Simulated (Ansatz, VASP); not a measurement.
**CdTe in VASP and in Ansatz**

```
CELL_PARAMETERS angstrom
3.02386 -3.05278 0.00000
3.02386 3.05278 0.00000
0.00000 0.00000 6.00834
ATOMIC_POSITIONS crystal
Cd 0.27703 0.72297 0.75000
Cd 0.72297 0.27703 0.25000
Te 0.76614 0.23386 0.75000
Te 0.23386 0.76614 0.25000
```

Change from the starting cell: volume scaled by 0.96, crystal datasets.

Alike in both runs: task electric field gradients; functional PBEsol; k mesh 9 × 9 × 6; occupations fermi-dirac, width 0.05 eV; no spin polarisation.

|  | VASP | Ansatz |
| --- | --- | --- |
| version | VASP 6.6.1 | Ansatz 0.2.0 |
| potentials or method | VASP PAW PBE potentials, release 64 (Cd, Te), cutoff 520 eV | all-electron PAW with datasets made for the crystal, scalar-relativistic |

```tsv
	VASP	Ansatz	Ansatz less VASP
pressure (GPa)	-1.2	-1.4	-0.21
traceless stress, the component that is largest in VASP (GPa)	0.33	0.32	-0.008
rms of the force components (eV/Å)	0.024	0.024	-0.0005
size of Vzz on the site where it differs most (V/Å²)	5.4	4.8	-0.56
```

VASP's potentials were made for PBE, not for PBEsol. Atom by atom the forces differ by 0.003 eV/Å (rms over components). Ansatz ran all-electron here, and VASP with PAW potentials.

Neither program's run includes spin-orbit coupling.
